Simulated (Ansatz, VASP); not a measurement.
CuO: VASP beside Ansatz

INCAR

```
SYSTEM = CuO
ALGO = Normal
EDIFF = 1E-7
ENCUT = 520
GGA = PE
ISIF = 2
ISMEAR = -1
ISPIN = 2
LASPH = .True.
LCHARG = .False.
LMAXMIX = 4
LORBIT = 11
LREAL = .False.
LWAVE = .False.
MAGMOM = 1 1 1 1 0 0 0 0
NBANDS = 48
NELM = 150
PREC = Accurate
SIGMA = 0.05
```

The input KPOINTS:

```
k-points
0
Gamma
  4 7 4
  0 0 0
```

The input POSCAR:

```
CuO
1.0
    4.6791000000     -3.4805000000      0.0000000000
    2.3395500000      1.7402500000      0.0000000000
   -0.7652000000      0.0000000000      5.0607800000
Cu O
4 4
Direct
    0.0000000000      0.5000000000      0.0000000000
    0.5000000000      0.5000000000      0.0000000000
    0.2500000000      0.0000000000      0.5000000000
    0.7500000000      0.0000000000      0.5000000000
    0.2738500000      0.4523000000      0.2500000000
    0.7738500000      0.4523000000      0.2500000000
    0.2261500000      0.5477000000      0.7500000000
    0.7261500000      0.5477000000      0.7500000000
```

Input for Ansatz:

```yaml
crystal:
  lattice:
    - [4.6791, -3.4805, 0.0]
    - [2.33955, 1.74025, 0.0]
    - [-0.7652, 0.0, 5.06078]
  atoms:
    - { symbol: Cu, position: [0.0, 0.5, 0.0], spin: 1.0 }
    - { symbol: Cu, position: [0.5, 0.5, 0.0], spin: 1.0 }
    - { symbol: Cu, position: [0.25, 0.0, 0.5], spin: 1.0 }
    - { symbol: Cu, position: [0.75, 0.0, 0.5], spin: 1.0 }
    - { symbol: O, position: [0.27385, 0.4523, 0.25] }
    - { symbol: O, position: [0.77385, 0.4523, 0.25] }
    - { symbol: O, position: [0.22615, 0.5477, 0.75] }
    - { symbol: O, position: [0.72615, 0.5477, 0.75] }
magnetization:
  spin_polarized: true
hamiltonian:
  xc: pbe
  pseudopotentials: { kind: paw }
basis:
  ecutwfc: 420
kpoints:
  mp_grid: { grid: [4, 7, 4] }
scf:
  occupations: { method: fermi_dirac, width: 0.05 }
output:
  forces: true
  stress: true
```

Alike in both runs: task single point; functional PBE; k mesh 4 × 7 × 4; occupations fermi-dirac, width 0.05 eV; collinear spin.

```csv
,VASP,Ansatz
version,VASP 6.6.1,Ansatz 0.2.0
potentials or method,"VASP PAW PBE potentials, release 64 (Cu, O), cutoff 520 eV","PAW, plane waves, scalar-relativistic"
valence electrons in the cell,68,100
```

|  | VASP | Ansatz | Ansatz less VASP |
| --- | --- | --- | --- |
| pressure (GPa) | 7.6 | 6.8 | -0.73 |
| traceless stress, the component that is largest in VASP (GPa) | 2.55 | 2.36 | -0.196 |
| rms of the force components (eV/Å) | 0.091 | 0.071 | -0.0196 |
| net moment per atom (μB) | 0.00 | 0.00 | 0.000 |

Atom by atom the forces differ by 0.020 eV/Å (rms over components). VASP's potentials hold 68 valence electrons a cell and Ansatz's 100, so a difference there can come from the potentials and not from the codes. Ansatz's warnings: seeded moment not kept.
